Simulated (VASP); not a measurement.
# Be2Cu11Ni3 in VASP: further runs, part 3 of 3

VASP 6.6.1. The steps go on from the part before.

**5. Single point, PBE**

Input file INCAR:

```
SYSTEM = Be2Cu11Ni3
PREC = Accurate
ENCUT = 400
EDIFF = 1E-6
ISMEAR = -1
SIGMA = 0.131
LREAL = Auto
LASPH = .True.
NELM = 120
ALGO = Normal
ISIF = 2
LWAVE = .False.
LCHARG = .False.
GGA = PE
ISYM = -1
NBANDS = 92
GGA_COMPAT = .False.
```

Input file KPOINTS:

```
explicit points
1
Reciprocal
  0.25000000   0.25000000   0.25000000 1
```

Input file POSCAR:

```
Be2Cu11Ni3
1.0
    5.6151810000     -0.1125830000     -0.0418010000
   -0.1125830000      5.6341360000     -0.0260090000
   -0.0418010000     -0.0260090000      5.8223430000
Cu Ni Be
11 3 2
Direct
    0.8942648131      0.0788773635      0.7839893123
    0.1321417966      0.8057874171     -0.0408329801
    0.4121425670      0.0604175535      0.1917208195
    0.6423125653      0.3173588450      0.9583766353
    0.3576847825      0.0593339576      0.7021554379
    0.9286057866      0.5056849062      0.2333926409
    0.7285188088      0.7849207715      1.0105556851
    0.6912748943      0.2988924950      0.5154048597
    0.6655987758      0.7806361576      0.4778411818
    0.4360286677      0.5726869522      0.2157621853
    0.1965095416      0.2700649305      0.4247727099
    0.3644373149      0.5520100572      0.7410238582
    0.8883008596      0.0419343329      0.2741804346
    0.1472196389      0.8018958059      0.4497520047
    0.9671695080      0.5180722315      0.7256936242
    0.1810747227      0.2643627657     -0.0565634976
```

Potentials or basis: VASP PAW PBE potentials, release 64 (Cu, Ni, Be).

The run is started by

```console
$ cat potpaw_PBE.64/Cu/POTCAR potpaw_PBE.64/Ni/POTCAR potpaw_PBE.64/Be/POTCAR > POTCAR
$ mpirun -np 1 vasp_std > vasp.out
```

OUTCAR:

```text
SYSTEM = Be2Cu11Ni3
   PREC = Accurate
   ENCUT = 400
   EDIFF = 1E-6
   ISMEAR = -1
   LREAL = Auto
   LASPH = .True.
   NELM = 120
   ISIF = 2
   GGA = PE
   ISYM = -1

 ion  position               nearest neighbor table
   1  0.894  0.079  0.784-  16 2.09   4 2.24   7 2.30   2 2.31   8 2.32  15 2.52   5 2.66   9 2.71
                            13 2.86  14 2.91
   2  0.132  0.806  0.959-  15 2.27   7 2.29   1 2.31  12 2.35   5 2.42   3 2.47   6 2.58  16 2.59
                            10 2.65  13 2.68  14 2.86
   3  0.412  0.060  0.192-  11 2.20  16 2.28   4 2.36   2 2.47  14 2.55   7 2.63  13 2.72   9 2.73
                             8 2.74  10 2.76
   4  0.642  0.317  0.958-   1 2.24   3 2.36  10 2.41  12 2.43   6 2.46  15 2.53   5 2.57   8 2.60
                             7 2.67  13 2.80
   5  0.358  0.059  0.702-  16 2.10  11 2.22  14 2.33   2 2.42   8 2.53   4 2.57   1 2.66   9 2.72
                            12 2.78  12 2.87
   6  0.929  0.506  0.233-  11 2.33   7 2.36  14 2.37   8 2.41   4 2.46   2 2.58   9 2.61  13 2.63

   7  0.729  0.785  0.011-  13 2.25   2 2.29   1 2.30  10 2.34   6 2.36   3 2.63   4 2.67   9 2.75
                            12 2.83
   8  0.691  0.299  0.515-  15 2.28   1 2.32  13 2.33   6 2.41   5 2.53   4 2.60  12 2.72   9 2.73
                             3 2.74  10 2.76
   9  0.666  0.781  0.478-  13 2.25  10 2.27  12 2.61   6 2.61  14 2.71   1 2.71   5 2.72   3 2.73
                             8 2.73   7 2.75  14 2.92
  10  0.436  0.573  0.216-   9 2.27   7 2.34   4 2.41  11 2.47  14 2.52   2 2.65   3 2.76   8 2.76
                            12 2.79
  11  0.197  0.270  0.425-   3 2.20   5 2.22  13 2.28   6 2.33  10 2.47  12 2.57  14 2.65
  12  0.364  0.552  0.741-  15 2.23  16 2.24   2 2.35   4 2.43  14 2.54  11 2.57   9 2.61   8 2.72
                             5 2.78  10 2.79   7 2.83   5 2.87
  13  0.888  0.042  0.274-   9 2.25   7 2.25  14 2.26  11 2.28   8 2.33   6 2.63   2 2.68   3 2.72
                             4 2.80   1 2.86
  14  0.147  0.802  0.450-  13 2.26   5 2.33   6 2.37  15 2.48  10 2.52  12 2.54   3 2.55  11 2.65
                             9 2.71   2 2.86   1 2.91   9 2.92
  15  0.967  0.518  0.726-  12 2.23   2 2.27   8 2.28  16 2.28  14 2.48   1 2.52   4 2.53
  16  0.181  0.264  0.943-   1 2.09   5 2.10  12 2.24   3 2.28  15 2.28   2 2.59

IMPORTANT INFORMATION: All symmetrisations will be switched off!
NOSYMM: (Re-)initialisation of all symmetry stuff for point group C_1.

[... 115 lines left out ...]
 NGX is ok and might be reduce to    36
   NGX = 19   NGY = 19   NGZ = 19

 number of electron     154.9999969 magnetization

 Free energy of the ion-electron system (eV)
  ---------------------------------------------------
  ext. energy  EPLUGINS =         0.00000000
  ---------------------------------------------------
  free energy    TOTEN  =       -61.72268724 eV

  energy without entropy =      -61.40412011  energy(sigma->0) =      -61.56340368

 E-fermi :   7.8953     XC(G=0): -12.4132

 val. band max:        7.3300903519   @ k =   0.2500   0.2500   0.2500
 cond. band min:       7.9387698806   @ k =   0.2500   0.2500   0.2500
 fundamental gap:      0.6086795288
 Fermi energy:         7.8953119590

 k-point     1 :       0.2500    0.2500    0.2500
  band No.  band energies     occupation
      1      -0.9255      2.00000
      2       0.8940      2.00000
      3       1.0123      2.00000
      4       1.2940      2.00000
      5       2.2649      2.00000
      6       2.3461      2.00000
[... 81 lines left out ...]
     88      11.8388      0.00000
     89      12.4800      0.00000
 [bands above 89 left out]

------------------------ aborting loop because EDIFF is reached ----------------------------------------

  FORCE on cell =-STRESS in cart. coord.  units (eV):
  Direction    XX          YY          ZZ          XY          YZ          ZX
  --------------------------------------------------------------------------------------
  -------------------------------------------------------------------------------------
  Total        7.4605411      6.1761590      6.4649673      1.3225237      1.6274838      3.8630318
  in kB       64.9230372     53.7461010     56.2593661     11.5088509     14.1626713     33.6168317
  external PRESSURE =      58.3095015 kB  Pullay stress =       0.0000000 kB

 VOLUME and BASIS-vectors are now :
 -----------------------------------------------------------------------------
  energy-cutoff  :      400.00
  volume of cell :      184.11
      direct lattice vectors                 reciprocal lattice vectors
     5.615181000 -0.112583000 -0.041801000     0.178169792  0.003566221  0.001295085
    -0.112583000  5.634136000 -0.026009000     0.003566221  0.177564544  0.000818802
    -0.041801000 -0.026009000  5.822343000     0.001295085  0.000818802  0.171765118

 POSITION                                       TOTAL-FORCE (eV/Angst)
 -----------------------------------------------------------------------------------
      4.97981      0.32334      4.52522         0.437815     -0.330030     -1.904016
      0.61119      4.50009      5.55812         1.170083     -0.363179      1.045807
      2.29944      0.28901      1.09746         0.992268     -1.257939     -0.333621
      3.53091      1.69080      5.54489        -0.038746      0.710504      0.085956
      1.97243      0.27576      4.07170         2.062143     -0.909840      0.938955
      5.14760      2.73848      1.30692         0.016397      0.004933     -0.456375
[... 8 lines left out ...]
      5.34217      2.79113      4.17133        -0.126686     -0.004950     -0.509242
      0.94757      1.44453      5.47857         0.137103      1.164744      1.420798
 -----------------------------------------------------------------------------------
    total drift:                                0.003137      0.001030     -0.002144

  FREE ENERGIE OF THE ION-ELECTRON SYSTEM (eV)
  ---------------------------------------------------
  free  energy   TOTEN  =       -61.7226872435 eV

  energy  without entropy=      -61.4041201086  energy(sigma->0) =      -61.56340368
```

OSZICAR:

```text
N       E                     dE             d eps       ncg     rms          rms(c)
DAV:   1     0.139354717554E+04    0.13935E+04   -0.53792E+04   184   0.232E+03
DAV:   2     0.139032214956E+03   -0.12545E+04   -0.12228E+04   184   0.505E+02
DAV:   3    -0.678884012690E+02   -0.20692E+03   -0.18881E+03   184   0.242E+02
[... 14 lines left out ...]
DAV:  18    -0.617227063431E+02    0.17963E-04   -0.96707E-04   224   0.377E-01    0.398E-02
DAV:  19    -0.617226970205E+02    0.93227E-05   -0.92313E-05   216   0.201E-01    0.266E-02
DAV:  20    -0.617226907304E+02    0.62901E-05   -0.34764E-05   280   0.719E-02    0.160E-02
DAV:  21    -0.617226870722E+02    0.36581E-05   -0.11719E-05   208   0.637E-02    0.499E-03
DAV:  22    -0.617226872435E+02   -0.17129E-06   -0.65253E-06   168   0.368E-02
   1 F= -.61722687E+02 E0= -.61563404E+02  d E =-.318567E+00
```

stdout:

```text
POSCAR found type information on POSCAR CuNiBe
 POSCAR found :  3 types and      16 ions
 scaLAPACK will be used
 LDA part: xc-table for (Slater+PW92), standard interpolation
 POSCAR, INCAR and KPOINTS ok, starting setup
 FFT: planning ... GRIDC
 FFT: planning ... GRID_SOFT
 FFT: planning ... GRID
 WAVECAR not read
 entering main loop
```

Wall time 41 s (1 thread of Intel Xeon Platinum 8488C (Sapphire Rapids), shared host); peak memory 0.24 GiB.

Results:

```yaml
Free_energy: -61.7227 eV
Pressure: 5.8 GPa
Largest_force: 2.782 eV/Å
Band_gap_on_the_k_mesh: zero (an odd number of electrons rules out a gap without spin polarisation)
```

Forces on the atoms (eV/Å):
```
Cu   0.438 -0.330 -1.904
Cu   1.170 -0.363  1.046
Cu   0.992 -1.258 -0.334
Cu  -0.039  0.711  0.086
Cu   2.062 -0.910  0.939
Cu   0.016  0.005 -0.456
Cu  -2.303 -0.755 -1.364
Cu  -1.318  0.656 -0.263
Cu  -0.004 -0.058  1.607
Cu  -1.386 -0.835 -0.299
Cu  -0.684  1.815  1.346
Ni   0.364 -0.422 -0.232
Ni   0.208  1.327 -2.038
Ni   0.473 -0.741  0.956
Be  -0.127 -0.005 -0.509
Be   0.137  1.165  1.421
```

Caveat: the atoms stand as in a frame of molecular dynamics. Spin polarisation is off, so any magnetic state and its effect on volume and gap are missing.

**6. Single point, PBE**

Input file INCAR:

```
ALGO = Normal
EDIFF = 1E-6
ENCUT = 400
GGA = PE
GGA_COMPAT = F
ISIF = 2
ISMEAR = -1
ISYM = -1
LASPH = T
LCHARG = F
LREAL = Auto
LWAVE = F
NBANDS = 92
NELM = 120
PREC = Accurate
SIGMA = 0.131
```

KPOINTS is that of step 5.

Input file POSCAR:

```
Be2Cu11Ni3
1.0
    5.6151810000     -0.1125830000     -0.0418010000
   -0.1125830000      5.6341360000     -0.0260090000
   -0.0418010000     -0.0260090000      5.8223430000
Cu Ni Be
11 3 2
Direct
    0.9009398792      0.0913553393      0.7395859792
    0.1345549656      0.7631346443     -0.0746752809
    0.4114280680      0.0460005587      0.1920334362
    0.6120154584      0.3159659995      0.9312498109
    0.3757388213      0.0167149293      0.7259556843
    0.9120478886      0.5284207378      0.1856362995
    0.6724061131      0.7763042806      0.9299625848
    0.6404793879      0.2786324569      0.4614581502
    0.6349820991      0.7852642449      0.4825007432
    0.3945007329      0.5300102174      0.1723853371
    0.1439201925      0.2874846999      0.4906351614
    0.3530722450      0.5579319989      0.6976365058
    0.9198238167      0.0649360298      0.1869698293
    0.1418693526      0.8176045287      0.4698385782
    0.8978435984      0.5132544235      0.7015763232
    0.1798510024      0.3121365333     -0.0662265499
```

Potentials or basis: VASP PAW PBE potentials, release 64 (Cu, Ni, Be).

The run is started by

```console
$ cat potpaw_PBE.64/Cu/POTCAR potpaw_PBE.64/Ni/POTCAR potpaw_PBE.64/Be/POTCAR > POTCAR
$ mpirun -np 1 vasp_std > vasp.out
```

Run time: 42 s. Hardware: 1 thread of Intel Xeon Platinum 8488C (Sapphire Rapids), shared host; peak memory 0.25 GiB.

It converged, with:

| Property | Result |
| --- | --- |
| Free energy | -63.3982 eV |
| Pressure | 1.4 GPa |
| Largest force | 2.312 eV/Å |
| Band gap on the k mesh | zero (an odd number of electrons rules out a gap without spin polarisation) |

Forces in eV/Å, atoms in the order of the input:
```
Cu  -0.385 -1.015  0.134
Cu  -1.348  0.976  1.605
Cu  -0.738 -0.520 -0.177
Cu   1.063 -0.214 -0.360
Cu   1.162  1.231  0.247
Cu  -0.189 -0.285  0.864
Cu  -0.104  0.112  0.280
Cu   0.152  0.585  0.133
Cu   1.004  0.078 -0.837
Cu  -0.451  0.948  1.932
Cu   0.104 -0.077 -1.877
Ni   1.693 -0.806 -0.040
Ni  -0.115 -0.132 -0.404
Ni  -1.564 -0.769 -1.365
Be   0.329  0.225 -0.264
Be  -0.613 -0.339  0.131
```

Stress tensor (GPa, compression positive):
```
0.52 3.43 1.50
3.43 0.39 2.65
1.50 2.65 3.40
```

Levels at points of the mesh, in eV from the Fermi level:
| k point | band 74 | band 75 | band 76 | band 77 | band 78 | band 79 | band 80 | band 81 |
| --- | --- | --- | --- | --- | --- | --- | --- | --- |
| (0.25, 0.25, 0.25) | -0.99 | -0.88 | -0.63 | -0.57 | 0.03 | 0.38 | 0.51 | 0.85 |

Caveat: the atoms stand as in a frame of molecular dynamics. Spin polarisation is off, so any magnetic state and its effect on volume and gap are missing.

**7. The runs side by side**

```tsv
cell	smearing	gap on the mesh (eV)	pressure (GPa)	largest force (eV/Å)
as given, atomic positions A	fermi-dirac 0.1818 eV	none	7.1	3.41
as given, atomic positions B	fermi-dirac 0.1818 eV	none	4.1	2.70
as given, atomic positions C	fermi-dirac 0.1818 eV	none	2.6	2.43
as given, atomic positions D	fermi-dirac 0.131 eV	none	5.8	2.78
as given, atomic positions E	fermi-dirac 0.131 eV	none	1.4	2.31
```

Alike in all rows: task single point; level PBE; potentials or basis VASP PAW PBE potentials, release 64 (Cu, Ni, Be); no spin polarisation; k mesh 1 × 1 × 1, shifted; cutoff (eV) 400.

Caveats: the atoms stand as in a frame of molecular dynamics.

Absolute energies hang on the potentials; compare differences alone.

The gap in the log of VASP goes by the Fermi energy; the results here count the filled bands.